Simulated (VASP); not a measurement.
Wanted: the native input for a VASP 6.6.1 run.

```yaml
Task: single point
Functional: PBE
Potentials_or_basis: VASP PAW PBE potentials, release 64 (Al, B, P)
Cutoff: 520 eV
k_mesh: 12 × 12 × 4
Occupations: gaussian, width 0.1 eV
Spin: no spin polarisation
Dipole_correction: no
Further_INCAR_settings: ALGO = Normal; EDIFF = 1e-07; NBANDS = 21
```

The structure of Al2BP3 lies in POSCAR:

```
Al2BP3
1.0
    2.9711563324      0.0000000000      0.0000000000
    0.0000000000      2.9711563324      0.0000000000
    0.0000000000      0.0000000000      9.0664776105
Al B P
2 1 3
Direct
    0.0000000000      0.0000000000      0.3237544672
    0.0000000000      0.0000000000      0.6762455328
    0.0000000000      0.0000000000      0.0000000000
    0.5000000000      0.5000000000      0.1252433276
    0.5000000000      0.5000000000      0.5000000000
    0.5000000000      0.5000000000      0.8747566724
```

The input as run:

INCAR

```
PREC = Accurate
ENCUT = 520
EDIFF = 1E-7
ISMEAR = 0
SIGMA = 0.1
LREAL = F
LASPH = T
NELM = 80
ALGO = Normal
ISIF = 2
LWAVE = F
LCHARG = F
GGA = PE
NBANDS = 21
```

KPOINTS

```
regular mesh
0
Gamma
  12 12 4
```

Potentials or basis: VASP PAW PBE potentials, release 64 (Al, B, P).

Launch:

```bash
$ cat potpaw_PBE.64/Al/POTCAR potpaw_PBE.64/B/POTCAR potpaw_PBE.64/P/POTCAR > POTCAR
$ mpirun -np 1 vasp_std > vasp.out
```

It gave:

| Property | Result |
| --- | --- |
| Pressure | -0.1 GPa |
| Largest force | 0.039 eV/Å |
| Band gap on the k mesh | zero (band 12 reaches 11.30 eV, above the bottom of band 13 at 6.89 eV) |

It took 48 s on 1 thread of Intel(R) Xeon(R) Platinum 8559C (Emerald Rapids), with other jobs on the host, peak memory 0.27 GiB.
